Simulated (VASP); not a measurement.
# GaAs (zincblende type): single point with PBE

GaAs (zincblende type):

```
CELL_PARAMETERS angstrom
0.00000 2.35373 2.35373
2.35373 0.00000 2.35373
2.35373 2.35373 0.00000
ATOMIC_POSITIONS crystal
Ga 0.00000 0.00000 0.00000
As 0.25000 0.25000 0.25000
```

This cell differs from its parent crystal: volume scaled by 0.55.

- Program: VASP 6.6.1
- Task: single point
- Functional: PBE
- Potentials or basis: VASP PAW PBE potentials, release 64 (Ga_d, As)
- Cutoff: 520 eV
- k mesh: 13 × 13 × 13
- Occupations: fermi-dirac, width 0.05 eV
- Spin: no spin polarisation
- Dipole correction: no
- Further INCAR settings: ALGO = Normal; EDIFF = 1e-07; NBANDS = 16

```
Pressure               : 140.2 GPa
Band gap on the k mesh : zero (band 9 reaches 11.10 eV, above the bottom of band 10 at 10.93 eV)
```

Levels at points of the mesh, in eV from the Fermi level:
```csv
k point,band 5,band 6,band 7,band 8,band 9,band 10,band 11,band 12,band 13,band 14
"(0.00, 0.00, 0.00)",-16.88,-16.88,0.11,0.11,0.11,3.49,3.49,3.49,5.04,9.47
```

It took 35 s on 1 thread of Intel(R) Xeon(R) Platinum 8488C (Sapphire Rapids), on a shared host, peak memory 0.18 GiB.
